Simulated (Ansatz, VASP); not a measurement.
**Two plane-wave programs on Pt**

```xyz
1
Lattice="0.0000 1.9858 1.9858 1.9858 0.0000 1.9858 1.9858 1.9858 0.0000" Properties=species:S:1:pos:R:3 pbc="T T T"
Pt    0.0000    0.0000    0.0000
```

Alike in both runs: task single point; functional PBE; k mesh 14 × 14 × 14; occupations fermi-dirac, width 0.2 eV; no spin polarisation.

|  | VASP | Ansatz |
| --- | --- | --- |
| version | VASP 6.6.1 | Ansatz 0.2.0 |
| potentials or method | VASP PAW PBE potentials, release 64 (Pt), cutoff 520 eV | plane waves (420 eV) with PAW, scalar-relativistic |
| valence electrons in the cell | 10 | 18 |

```csv
,VASP,Ansatz,Ansatz less VASP
pressure (GPa),0.4,0.9,+0.48
```

VASP's potentials hold 10 valence electrons a cell and Ansatz's 18, so a difference there can come from the potentials and not from the codes.

Neither program's run includes spin-orbit coupling.
